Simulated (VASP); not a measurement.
Runs of VASP 6.6.1 on Cu. The structure is that of space group Pm-3m (No. 221), or close to it. The cells are those of the table. 

```csv
task,cell,k mesh,cutoff (eV),gap on the mesh (eV),pressure (GPa)
single point,"a = 2.406 Å, 1 atom",22 × 22 × 22,520,none,0.3
single point,"a = 2.288 Å, 1 atom",8 × 8 × 8,520,none,(a)
single point,"a = 2.409 Å, 1 atom",8 × 8 × 8,520,none,0.4
relaxation of cell and atoms,"relaxed from a = 2.288 Å, 1 atom",8 × 8 × 8,600,none,0.3
```

Alike in all rows: level PBE; potentials or basis VASP PAW PBE potentials, release 64 (Cu); no spin polarisation; smearing gaussian 0.1 eV.

Estimate the missing entries.

(a) 23.0.

A gap of «none» marks levels without a gap at the run's occupations.
